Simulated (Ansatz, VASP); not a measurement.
# One calculation of La4YO, two programs

```
La Y O
1.0
     4.39805   -4.40838   -2.35814
    -4.39341   -4.40340    2.35746
    -4.38741    4.40813   -7.05298
La Y O
8 2 2
Cartesian
  -2.4577 -0.8350 -7.0590
  -2.4631 -0.8346 -2.3538
  -1.9198 -3.5687 -4.7002
  -1.9249 -3.5689 0.0057
  -5.2211 -1.9314 -4.6981
  -0.8285 -6.3394 -2.3508
  -3.5546 1.9360 -4.7030
  0.8385 -2.4726 -2.3555
  -4.3830 -4.4036 -7.0537
  -4.3878 -4.4036 -2.3481
  -4.3854 -4.4035 -4.7008
  -4.3907 -4.4034 0.0047
```

Change from the starting cell: cell x2, atoms moved at random (sigma 0.1 Å) and cell strained at random (1.5 %), then relaxed without symmetry.

Alike in both runs: functional PBE; k mesh 4 × 4 × 4; occupations gaussian, width 0.2 eV; no spin polarisation.

Ansatz relaxed the structure, and its values are those at the end. VASP's run is a single point on that final structure, the one shown.

|  | VASP | Ansatz |
| --- | --- | --- |
| version | VASP 6.6.1 | Ansatz 0.2.0 |
| potentials or method | VASP PAW PBE potentials, release 64 (La, Y_sv, O), cutoff 520 eV | scalar-relativistic, plane waves, PAW |
| valence electrons in the cell | 122 | 122 |

Ansatz gave:

| Quantity | Value |
| --- | --- |
| gap on the k mesh at the Fermi level (eV) | none |
| pressure (GPa) | 0.0 |
| rms of the force components (eV/Å) | 0.001 |

Which values does VASP return?

gap on the k mesh at the Fermi level (eV): none; pressure (GPa): 0.0; rms of the force components (eV/Å): 0.004.

A gap of «none» marks a metal or a gap that the smearing closes.

Neither program's run includes spin-orbit coupling.
